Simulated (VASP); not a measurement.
# CoPtO2 (R-3m) in VASP: notebook, part 2 of 2

VASP 6.6.1.

### 4 Single point, PBE+U, collinear spin, ferrimagnetic start

This run uses another cell than the first one, of 11.52 Å³/atom.

INCAR reads:

```
PREC     = Accurate       # precision mode
ENCUT    = 520            # plane-wave cutoff, eV
EDIFF    = 1E-7           # SCF threshold, eV
ISMEAR   = 0              # smearing method
SIGMA    = 0.05           # smearing width, eV
LREAL    = False          # projectors in reciprocal space
LASPH    = True           # aspherical terms in the spheres
NELM     = 150            # most SCF steps
ALGO     = Normal         # electronic algorithm
ISIF     = 2              # what is computed and relaxed
LWAVE    = False          # write WAVECAR
LCHARG   = False          # write CHGCAR
ISPIN    = 2              # spin polarisation
MAGMOM   = -0.22 2.44 0 0 # initial moments
LORBIT   = 11             # projections on sites
LMAXMIX  = 4              # l up to which the mixer works
LDAU     = True           # DFT+U
LDAUTYPE = 2            
LDAUL    = -1 2 -1        # shell
LDAUU    = 0 3.3 0        # U, eV
LDAUJ    = 0 0 0        
LDAUPRINT= 1            
GGA      = PE             # functional
NBANDS   = 28             # bands
```

KPOINTS reads:

```
regular mesh
0
Gamma
  6 6 6
```

POSCAR reads:

```
CoPtO2
1.0
    1.4828611286      0.8561302717      6.0505076365
   -1.4828611286      0.8561302717      6.0505076365
    0.0000000000     -1.7122605435      6.0505076365
Pt Co O
1 1 2
Direct
    0.0000000000      0.0000000000      0.0000000000
    0.5000000000      0.5000000000      0.5000000000
    0.1085295969      0.1085295969      0.1085295969
    0.8914704031      0.8914704031      0.8914704031
```

The run is started by

```bash
$ cat potpaw_PBE.64/Pt/POTCAR potpaw_PBE.64/Co/POTCAR potpaw_PBE.64/O/POTCAR > POTCAR
$ mpirun -np 1 vasp_std > vasp.out
```

It took 13 min on 1 thread of Intel Xeon 8259CL, shared host; peak memory 0.45 GiB.

The run converged. Its results:

| Quantity | Value |
| --- | --- |
| Free energy | -24.1631 eV |
| Pressure | -2.3 GPa |
| Largest force | 0.134 eV/Å |
| Net moment | 1.94 μB per cell |
| Site moments | Pt -0.27; Co +2.37; O -0.08 μB |
| Valence electrons inside the program's atomic spheres | Pt 9.09; Co 7.99; O 4.99 |

Forces in eV/Å, atoms in the order of the input:
```
Pt   0.000  0.000  0.000
Co   0.000  0.000  0.000
O    0.000  0.000  0.134
O    0.000  0.000 -0.134
```

Stress tensor (GPa, compression positive):
```
-2.68  0.00  0.00
 0.00 -2.68  0.00
 0.00  0.00 -1.41
```

Levels at points of the mesh, in eV from the Fermi level:
Spin up:
| k point | band 13 | band 14 | band 15 | band 16 | band 17 | band 18 | band 19 | band 20 |
| --- | --- | --- | --- | --- | --- | --- | --- | --- |
| (0.00, 0.00, 0.00) | -2.00 | -2.00 | -1.92 | -1.92 | 1.12 | 1.12 | 3.29 | 5.86 |
| (0.50, 0.00, 0.00) | -1.41 | -0.69 | -0.55 | -0.04 | 0.02 | 1.66 | 3.02 | 7.06 |
| (0.50, 0.50, 0.00) | -2.19 | -2.18 | -1.13 | 0.02 | 1.02 | 2.05 | 3.12 | 7.84 |
| (0.50, 0.50, 0.50) | -2.46 | -2.46 | 0.10 | 0.10 | 0.13 | 0.13 | 4.58 | 5.27 |
Spin down:
```
           k point  band 13  band 14  band 15  band 16  band 17  band 18
(0.00, 0.00, 0.00)    -1.95    -1.05    -1.05     1.59     3.61     3.63
(0.50, 0.00, 0.00)    -0.80    -0.16     1.59     1.97     3.09     3.18
(0.50, 0.50, 0.00)    -0.53    -0.16     1.28     2.16     3.09     3.35
(0.50, 0.50, 0.50)    -1.89    -0.17    -0.17     2.14     3.34     3.34
```

Eigenvalues of the final occupation matrices:
| site | spin | trace | eigenvalues |
| --- | --- | --- | --- |
| site 2 d | 1 | 4.75 | 0.93 0.93 0.96 0.96 0.97 |
| site 2 d | 2 | 2.41 | 0.04 0.23 0.23 0.96 0.96 |

Caveat: the k points lie up to 0.41 Å⁻¹ apart; spin-orbit coupling is left out, which moves the levels of the heavy elements; a cell with one magnetic atom can't hold antiferromagnetic order, which such compounds often take.

### 5 Single point, PBE+U, collinear spin, ferrimagnetic start (11.48 Å³/atom)

This run uses another cell than the first one, of 11.48 Å³/atom.

INCAR reads:

```
ALGO = Normal
EDIFF = 1E-6
ENCUT = 520
GGA = PE
ISIF = 2
ISMEAR = 0
ISPIN = 2
LASPH = True
LCHARG = False
LDAU = True
LDAUJ = 0 0 0
LDAUL = -1 2 -1
LDAUPRINT = 1
LDAUTYPE = 2
LDAUU = 0 3.3 0
LMAXMIX = 4
LORBIT = 11
LREAL = False
LWAVE = False
MAGMOM = -0.28 2.42 -0.1 -0.1
NBANDS = 28
NELM = 150
PREC = Accurate
SIGMA = 0.05
```

KPOINTS reads:

```
k-points
0
Gamma
  8 8 8
```

POSCAR reads:

```
CoPtO2
1.0
    1.4848607137      0.8572847328      6.0127920397
   -1.4848607137      0.8572847328      6.0127920397
    0.0000000000     -1.7145694655      6.0127920397
Pt Co O
1 1 2
Direct
    0.0000000000      0.0000000000      0.0000000000
    0.5000000000      0.5000000000      0.5000000000
    0.1087283711      0.1087283711      0.1087283711
    0.8912716289      0.8912716289      0.8912716289
```

Potentials or basis: VASP PAW PBE potentials, release 64 (Pt, Co, O).

The run is started by

```bash
$ cat potpaw_PBE.64/Pt/POTCAR potpaw_PBE.64/Co/POTCAR potpaw_PBE.64/O/POTCAR > POTCAR
$ mpirun -np 1 vasp_std > vasp.out
```

OUTCAR:

```text
EDIFF = 1E-6
   ENCUT = 520
   GGA = PE
   ISIF = 2
   ISMEAR = 0
   ISPIN = 2
   LASPH = True
   LORBIT = 11
   LREAL = False
   NELM = 150
   PREC = Accurate

 ion  position               nearest neighbor table
   1  0.000  0.000  0.000-   3 1.96   4 1.96
   2  0.500  0.500  0.500-   3 2.01   3 2.01   4 2.01   4 2.01   3 2.01   4 2.01
   3  0.109  0.109  0.109-   1 1.96   2 2.01   2 2.01   2 2.01
   4  0.891  0.891  0.891-   1 1.96   2 2.01   2 2.01   2 2.01

  LATTYP: Found a trigonal (rhomboedric) cell.
 ALAT       =     6.2524728360
 COS(alpha) =     0.8872029343

  Lattice vectors:

 A1 = (   1.4848607137,   0.8572847328,   6.0127920397)
 A2 = (  -1.4848607137,   0.8572847328,   6.0127920397)
 A3 = (   0.0000000000,  -1.7145694655,   6.0127920397)

Analysis of symmetry for initial positions (statically):
[... 1681 lines left out ...]

 [... further k-points ...]

 [bands above 27 left out]

------------------------ aborting loop because EDIFF is reached ----------------------------------------

  FORCE on cell =-STRESS in cart. coord.  units (eV):
  Direction    XX          YY          ZZ          XY          YZ          ZX
  --------------------------------------------------------------------------------------
  -------------------------------------------------------------------------------------
  Total       -0.3660310     -0.3660310      0.1002987      0.0000000      0.0000000      0.0000000
  in kB      -12.7699803    -12.7699803      3.4991915      0.0000000      0.0000000      0.0000000
  external PRESSURE =      -7.3469230 kB  Pullay stress =       0.0000000 kB

 VOLUME and BASIS-vectors are now :
 -----------------------------------------------------------------------------
  energy-cutoff  :      520.00
  volume of cell :       45.92
      direct lattice vectors                 reciprocal lattice vectors
     1.484860714  0.857284733  6.012792040     0.336731921  0.194412265  0.055437363
    -1.484860714  0.857284733  6.012792040    -0.336731921  0.194412265  0.055437363
     0.000000000 -1.714569465  6.012792040     0.000000000 -0.388824530  0.055437363

 POSITION                                       TOTAL-FORCE (eV/Angst)
 -----------------------------------------------------------------------------------
      0.00000      0.00000      0.00000         0.000000      0.000000     -0.000000
      0.00000      0.00000      9.01919         0.000000      0.000000     -0.000000
      0.00000      0.00000      1.96128         0.000000      0.000000      0.129823
      0.00000      0.00000     16.07709         0.000000     -0.000000     -0.129823
 -----------------------------------------------------------------------------------
    total drift:                               -0.000000      0.000000     -0.000000

  FREE ENERGIE OF THE ION-ELECTRON SYSTEM (eV)
  ---------------------------------------------------
  free  energy   TOTEN  =       -24.0721718231 eV

  energy  without entropy=      -24.0696795494  energy(sigma->0) =      -24.07092569

 total charge

# of ion       s       p       d       tot
------------------------------------------
    1        0.636   0.544   7.929   9.109
    2        0.362   0.491   7.142   7.995
    3        1.562   3.435   0.000   4.997
    4        1.562   3.435   0.000   4.997
--------------------------------------------------
tot          4.123   7.904  15.072  27.098

 magnetization (x)

# of ion       s       p       d       tot
------------------------------------------
    1        0.005   0.012  -0.345  -0.329
    2        0.016   0.011   2.325   2.352
    3        0.011  -0.099   0.000  -0.088
    4        0.011  -0.099   0.000  -0.088
--------------------------------------------------
tot          0.043  -0.176   1.980   1.848
```

stdout:

```text
POSCAR found type information on POSCAR PtCoO
 POSCAR found :  3 types and       4 ions
 scaLAPACK will be used
 LDA part: xc-table for (Slater+PW92), standard interpolation
 POSCAR, INCAR and KPOINTS ok, starting setup
 FFT: planning ... GRIDC
 FFT: planning ... GRID_SOFT
 FFT: planning ... GRID
 WAVECAR not read
 entering main loop
```

Run time: 38 min. Hardware: 1 thread of Intel Xeon 8259CL, shared host; peak memory 0.51 GiB.

Results:

| Item | Value |
| --- | --- |
| Free energy | -24.0722 eV |
| Pressure | -0.7 GPa |
| Largest force | 0.130 eV/Å |
| Net moment | 1.85 μB per cell |
| Site moments | Pt -0.33; Co +2.35; O -0.09 μB |
| Valence electrons inside the program's atomic spheres | Pt 9.11; Co 8.00; O 5.00 |

Forces on the atoms (eV/Å):
```
Pt   0.000  0.000  0.000
Co   0.000  0.000  0.000
O    0.000  0.000  0.130
O    0.000  0.000 -0.130
```

Stress tensor (GPa, compression positive):
```
-1.28  0.00  0.00
 0.00 -1.28  0.00
 0.00  0.00  0.35
```

Eigenvalues of the final occupation matrices:
```
    site  spin  trace               eigenvalues
site 2 d     1   4.75  0.92 0.92 0.96 0.96 0.97
site 2 d     2   2.42  0.04 0.23 0.23 0.96 0.96
```

Caveat: spin-orbit coupling is left out, which moves the levels of the heavy elements; a cell with one magnetic atom can't hold antiferromagnetic order, which such compounds often take. The state reached can hang on the start; a lower one may exist.

### 6 Single point, PBE+U, collinear spin, ferrimagnetic start (12.19 Å³/atom)

This run uses another cell than the first one, of 12.19 Å³/atom.

INCAR reads:

```
SYSTEM = CoPtO2
ALGO = Normal
EDIFF = 1E-6
ENCUT = 520
GGA = PE
ISIF = 2
ISMEAR = 0
ISPIN = 2
LASPH = .True.
LCHARG = .False.
LDAU = .True.
LDAUJ = 0 0 0
LDAUL = -1 2 -1
LDAUPRINT = 1
LDAUTYPE = 2
LDAUU = 0 3.3 0
LMAXMIX = 4
LORBIT = 11
LREAL = .False.
LWAVE = .False.
MAGMOM = -0.3 2.51 -0.12 -0.12
NBANDS = 28
NELM = 150
PREC = Accurate
SIGMA = 0.05
```

KPOINTS reads:

```
k-points
0
Gamma
  8 8 8
  0 0 0
```

POSCAR reads:

```
CoPtO2
1.0
    1.5280828765      0.8822390601      6.0264207024
   -1.5280828765      0.8822390601      6.0264207024
    0.0000000000     -1.7644781202      6.0264207024
Pt Co O
1 1 2
Direct
    0.0000000000      0.0000000000      0.0000000000
    0.5000000000      0.5000000000      0.5000000000
    0.1087056811      0.1087056811      0.1087056811
    0.8912943189      0.8912943189      0.8912943189
```

Potentials or basis: VASP PAW PBE potentials, release 64 (Pt, Co, O).

The run is started by

```bash
$ cat potpaw_PBE.64/Pt/POTCAR potpaw_PBE.64/Co/POTCAR potpaw_PBE.64/O/POTCAR > POTCAR
$ mpirun -np 1 vasp_std > vasp.out
```

Run time: 19 min. Hardware: 1 thread of Intel Xeon 8259CL, shared host; peak memory 0.5 GiB.

The run converged. Its results:

```
Free energy                                           : -23.9875 eV
Pressure                                              : -7.7 GPa
Largest force                                         : 0.136 eV/Å
Net moment                                            : 1.84 μB per cell
Site moments                                          : Pt -0.36; Co +2.43; O -0.11 μB
Valence electrons inside the program's atomic spheres : Pt 9.04; Co 7.86; O 4.97
```

Forces on the atoms (eV/Å):
```
Pt   0.000  0.000  0.000
Co   0.000  0.000  0.000
O    0.000  0.000  0.136
O    0.000  0.000 -0.136
```

Stress tensor (GPa, compression positive):
```
-8.28  0.00  0.00
 0.00 -8.28  0.00
 0.00  0.00 -6.53
```

Levels at points of the mesh, in eV from the Fermi level:
Spin up:
| k point | band 14 | band 15 | band 16 | band 17 | band 18 | band 19 |
| --- | --- | --- | --- | --- | --- | --- |
| (0.00, 0.00, 0.00) | -1.94 | -1.93 | -1.93 | 1.09 | 1.09 | 3.32 |
| (0.50, 0.00, 0.00) | -0.89 | -0.36 | -0.16 | 0.02 | 1.62 | 3.22 |
| (0.50, 0.50, 0.00) | -2.14 | -1.01 | 0.02 | 1.03 | 1.92 | 3.33 |
| (0.50, 0.50, 0.50) | -2.11 | -0.03 | -0.03 | 0.25 | 0.25 | 4.39 |
Spin down:
```
           k point  band 11  band 12  band 13  band 14  band 15  band 16  band 17  band 18  band 19  band 20
(0.00, 0.00, 0.00)    -2.21    -1.88    -1.88    -0.98    -0.98     1.83     3.54     3.60     3.60     5.89
(0.50, 0.00, 0.00)    -1.32    -0.95    -0.72    -0.19     1.51     2.00     3.14     3.17     3.41     6.79
(0.50, 0.50, 0.00)    -1.61    -0.91    -0.48    -0.19     1.27     2.21     3.16     3.30     3.39     7.67
(0.50, 0.50, 0.50)    -2.28    -1.85    -1.85    -0.12    -0.12     2.20     3.32     3.32     4.73     5.38
```

Eigenvalues of the final occupation matrices:
```csv
site,spin,trace,eigenvalues
site 2 d,1,4.76,0.93 0.93 0.96 0.96 0.97
site 2 d,2,2.36,0.03 0.20 0.20 0.96 0.96
```

Caveat: the cell stands under tension; spin-orbit coupling is left out, which moves the levels of the heavy elements; a cell with one magnetic atom can't hold antiferromagnetic order, which such compounds often take. The state reached can hang on the start; a lower one may exist.

### 7 Summary

| task | cell | k mesh | cutoff (eV) | gap on the mesh (eV) | pressure (GPa) | moment (μB) | largest force (eV/Å) |
| --- | --- | --- | --- | --- | --- | --- | --- |
| relaxation of shape and atoms at fixed volume | relaxed from a = 6.264 Å, angles 27.5°, 4 atoms | 8 × 8 × 8 | 600 | none | -2.1 | 1.85 | 0.01 |
| single point | a = 6.288 Å, angles 27.3°, 4 atoms | 12 × 12 × 12 | 520 | none | 0.3 | 3.29 | 0.30 |
| single point | a = 6.288 Å, angles 27.3°, 4 atoms | 6 × 6 × 6 | 520 | none | -2.3 | 1.94 | 0.13 |
| single point | a = 6.252 Å, angles 27.5°, 4 atoms | 8 × 8 × 8 | 520 | none | -0.7 | 1.85 | 0.13 |
| single point | a = 6.279 Å, angles 28.2°, 4 atoms | 8 × 8 × 8 | 520 | none | -7.7 | 1.84 | 0.14 |

Alike in all rows: level PBE+U; potentials or basis VASP PAW PBE potentials, release 64 (Pt, Co, O); spin collinear, ferrimagnetic start; Co d U = 3.3 eV; smearing gaussian 0.05 eV.

Caveats: some runs use coarse meshes; spin-orbit coupling is left out, which moves the levels of the heavy elements; a cell with one magnetic atom can't hold antiferromagnetic order, which such compounds often take; the cell stands under tension (at least some runs).

Absolute energies hang on the potentials; compare differences alone.
